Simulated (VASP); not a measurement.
Wanted: the native input for a VASP 6.6.1 run.

```
Task                   : relaxation of cell and atoms
Functional             : r2SCAN
Potentials or basis    : VASP PAW PBE potentials, release 64 (Y_sv, Tl_d, Rh_pv)
Cutoff                 : 600 eV
k mesh                 : 5 × 5 × 5
Occupations            : fermi-dirac, width 0.05 eV
Spin                   : no spin polarisation
Dipole correction      : no
Further INCAR settings : ALGO = Normal; EDIFF = 1e-06; IBRION = 2; EDIFFG = -0.03; NSW = 80; ISIF = 3
```

Crystal: YTlRh3.

```
Y Tl Rh
1.0
     4.87672    0.00000    0.00000
     0.00000    4.87672    0.00000
     0.00000    0.00000    4.87672
Y Tl Rh
1 1 3
Direct
  0.00000 0.00000 0.00000
  0.50000 0.50000 0.50000
  0.50000 0.50000 0.00000
  0.00000 0.50000 0.50000
  0.50000 0.00000 0.50000
```

The input as run:

POSCAR

```
YTlRh3
1.0
    4.8767188808      0.0000000000      0.0000000000
    0.0000000000      4.8767188808      0.0000000000
    0.0000000000      0.0000000000      4.8767188808
Y Tl Rh
1 1 3
Direct
    0.0000000000      0.0000000000      0.0000000000
    0.5000000000      0.5000000000      0.5000000000
    0.5000000000      0.5000000000      0.0000000000
    0.0000000000      0.5000000000      0.5000000000
    0.5000000000      0.0000000000      0.5000000000
```

INCAR.step1

```
SYSTEM = YTlRh3
ALGO = Normal
EDIFF = 1E-4
ENCUT = 600
GGA = PE
ISMEAR = -1
LASPH = .True.
LCHARG = .False.
LREAL = .False.
LWAVE = .True.
NELM = 100
PREC = Accurate
SIGMA = 0.05
```

INCAR.step2

```
SYSTEM = YTlRh3
ALGO = Normal
EDIFF = 1E-6
EDIFFG = -0.03
ENCUT = 600
IBRION = 2
ISIF = 3
ISMEAR = -1
ISTART = 1
LASPH = .True.
LCHARG = .False.
LMIXTAU = .True.
LREAL = .False.
LWAVE = .False.
METAGGA = R2SCAN
NELM = 100
NSW = 80
PREC = Accurate
SIGMA = 0.05
```

KPOINTS

```
k-points
0
Gamma
  5 5 5
  0 0 0
```

Potentials or basis: VASP PAW PBE potentials, release 64 (Y_sv, Tl_d, Rh_pv).

Launch:

```bash
$ cat potpaw_PBE.64/Y_sv/POTCAR potpaw_PBE.64/Tl_d/POTCAR potpaw_PBE.64/Rh_pv/POTCAR > POTCAR
$ cp INCAR.step1 INCAR
$ mpirun -np 1 vasp_std > vasp.out
$ cp INCAR.step2 INCAR
$ mpirun -np 1 vasp_std > vasp.out
```

Results of the run:

```json
{
  "Relaxed volume": "23.30 Å³/atom",
  "Relaxed cell": "a = 4.884 Å, b = 4.884 Å, c = 4.884 Å, α = 90.00°, β = 90.00°, γ = 90.00°",
  "Space group after relaxing (to 0.1 Å)": "Pm-3m (No. 221)",
  "Energy gained by relaxing": "0.2 meV/atom",
  "Ionic steps": "3",
  "Pressure after relaxing": "0.0 GPa",
  "Band gap on the k mesh": "zero (an odd number of electrons rules out a gap without spin polarisation)"
}
```

Caveat: the PAW data sets were made with another functional, which shifts forces and pressure a little; spin-orbit coupling is left out, which moves the levels of the heavy elements.

Run time: 8.6 min on 1 thread of Intel(R) Xeon(R) Platinum 8259CL CPU @ 2.50GHz (Skylake/Cascade Lake), on a shared host, peak memory 0.3 GiB.
